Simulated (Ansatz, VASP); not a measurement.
## WO: VASP beside Ansatz

POSCAR

```
WO
1.0
    2.8260125931      0.0000000000      0.0000000000
    0.0000000000      2.8260125931      0.0000000000
    0.0000000000      0.0000000000      2.8260125931
W O
1 1
Direct
    0.0000000000      0.0000000000      0.0000000000
    0.5000000000      0.5000000000      0.5000000000
```

The input INCAR.step1:

```
PREC = Accurate
ENCUT = 1480
ISMEAR = 0
SIGMA = 0.1
LREAL = F
LASPH = T
NELM = 120
NBANDS = 17
GGA = PE
ALGO = Normal
EDIFF = 1E-5
LWAVE = T
LCHARG = F
GGA_COMPAT = F
```

INCAR.step2

```
PREC = Accurate
ENCUT = 1480
EDIFF = 1E-6
ISMEAR = 0
SIGMA = 0.1
LREAL = F
LASPH = T
NELM = 120
ALGO = Normal
ISIF = 2
LWAVE = F
LCHARG = F
METAGGA = R2SCAN
LMIXTAU = T
NBANDS = 17
ISTART = 1
GGA_COMPAT = F
```

KPOINTS

```
Automatic mesh
0
Gamma
  14 14 14
```

Input for Ansatz:

```yaml
crystal:
  lattice:
    - [2.8260125931, 0.0, 0.0]
    - [0.0, 2.8260125931, 0.0]
    - [0.0, 0.0, 2.8260125931]
  atoms:
    - { symbol: W, position: [0.0, 0.0, 0.0] }
    - { symbol: O, position: [0.5, 0.5, 0.5] }
basis:
  ecutwfc: 500
kpoints:
  mp_grid: { grid: [14, 14, 14] }
hamiltonian:
  xc: r2scan
scf:
  occupations: { method: gaussian, width: 0.1 }
  lower_state_search: "off"
output:
  forces: true
  stress: true
  eigenvalues: true
```

Alike in both runs: task single point; functional r2SCAN; k mesh 14 × 14 × 14; occupations gaussian, width 0.1 eV; no spin polarisation.

|  | VASP | Ansatz |
| --- | --- | --- |
| version | VASP 6.6.1 | Ansatz 0.2.0 |
| potentials or method | VASP PAW PBE potentials, release 64 (W_sv, O_h), cutoff 1480 eV | scalar-relativistic, plane waves, PAW |
| valence electrons in the cell | 20 | 20 |

```tsv
	VASP	Ansatz	Ansatz less VASP
gap on the k mesh at the Fermi level (eV)	none	none	-
pressure (GPa)	-5.7	-7.4	-1.69
```

VASP's potentials were made for PBE, not for r2SCAN. A gap of «none» marks a metal or a gap that the smearing closes. With one functional, cell and mesh, what is left measures potentials, basis and numerics.

Spin-orbit coupling is off throughout.
